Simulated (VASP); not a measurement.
Input of a VASP 6.6.1 run:

INCAR

```
SYSTEM = Rb
PREC = Accurate
ENCUT = 520
EDIFF = 1E-6
ISMEAR = -1
SIGMA = 0.1
LREAL = .False.
LASPH = .True.
NELM = 100
ALGO = Normal
ISIF = 2
LWAVE = .False.
LCHARG = .False.
NBANDS = 10
```

Contents of KPOINTS:

```
regular mesh
0
Gamma
  6 6 6
  0 0 0
```

POSCAR

```
Rb
1.0
    0.0000000000      3.4270000000      3.4270000000
    3.4270000000      0.0000000000      3.4270000000
    3.4270000000      3.4270000000      0.0000000000
Rb
1
Direct
    0.0000000000      0.0000000000      0.0000000000
```

Potentials or basis: VASP PAW LDA potentials, release 64 (Rb_sv).

Command:

```sh
$ cat potpaw_LDA.64/Rb_sv/POTCAR > POTCAR
$ mpirun -np 1 vasp_std > vasp.out
```

Q: Estimate the pressure.

A: -0.1 GPa.
